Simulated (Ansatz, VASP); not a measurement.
Given: the input of a run of VASP 6.6.1 on MnPt2.

The input INCAR:

```
  ALGO = Fast
  EDIFF = 1E-6
  ENCUT = 520
  GGA = PS
  ISIF = 2
  ISMEAR = -1
  ISPIN = 2
  LASPH = T
  LCHARG = F
  LMAXMIX = 4
  LORBIT = 11
  LREAL = F
  LWAVE = F
  MAGMOM = 0 0 4
  NBANDS = 28
  NELM = 150
  PREC = Accurate
  SIGMA = 0.05
```

KPOINTS

```
k-points
0
Gamma
  11 11 4
```

Contents of POSCAR:

```
MnPt2
1.0
    2.8584044518      0.0000000000      0.0000000000
   -1.4292022259      2.4754508696      0.0000000000
    0.0000000000      0.0000000000      6.5325040000
Pt Mn
2 1
Direct
    0.6666666667      0.3333333333      0.3162060000
    0.3333333333      0.6666666667      0.6837940000
    0.0000000000      0.0000000000      0.0000000000
```

Potentials or basis: VASP PAW PBE potentials, release 64 (Pt, Mn_pv).

Run with:

```bash
$ cat potpaw_PBE.64/Pt/POTCAR potpaw_PBE.64/Mn_pv/POTCAR > POTCAR
$ mpirun -np 1 vasp_std > vasp.out
```

Task: Translate it to Ansatz 0.2.0. Potentials there: all-electron LAPW, scalar-relativistic.

Result: As run (the cutoff follows the program's own potentials):

Contents of input.yaml:

```yaml
crystal:
  lattice:
    - [2.8584044518, 0.0, 0.0]
    - [-1.4292022259, 2.4754508696, 0.0]
    - [0.0, 0.0, 6.532504]
  atoms:
    - { symbol: Pt, position: [0.6666666667, 0.3333333333, 0.316206] }
    - { symbol: Pt, position: [0.3333333333, 0.6666666667, 0.683794] }
    - { symbol: Mn, position: [0.0, 0.0, 0.0], spin: 4.0 }
kpoints:
  mp_grid: { grid: [11, 11, 4] }
scf:
  occupations: { method: fermi_dirac, width: 0.05 }
hamiltonian:
  xc: pbesol
  pseudopotentials: { kind: all_electron, lapw: { basis_error: 0.002 } }
magnetization:
  spin_polarized: true
output:
  forces: true
  stress: true
  eigenvalues: true
```

Potentials or basis: all-electron LAPW, scalar-relativistic.

The run is started by

```console
$ ansatz run input.yaml --threads 4 --pin off --max-ram 12288MiB --backend cpu --events-out ev --progress --plain --runs-dir out
```

Both were run:

|  | VASP | Ansatz | Ansatz less VASP |
| --- | --- | --- | --- |
| gap on the k mesh at the Fermi level (eV) | none | none | - |
| pressure (GPa) | -9.3 | -9.2 | +0.15 |
| traceless stress, the component that is largest in VASP (GPa) | 2.00 | 1.89 | -0.118 |
| rms of the force components (eV/Å) | 0.018 | 0.013 | -0.0058 |
| net moment per atom (μB) | 1.51 | 1.50 | -0.004 |
| size of the moment on the site where the two differ most (μB) | 3.74 | 3.78 | +0.041 |

VASP's potentials were made for PBE, not for PBEsol. Site moments also hang on the region over which each program counts them. Atom by atom the forces differ by 0.006 eV/Å (rms over components). A gap of «none» marks a metal or a gap that the smearing closes. Ansatz ran all-electron here, and VASP with PAW potentials.

Neither program's run includes spin-orbit coupling.
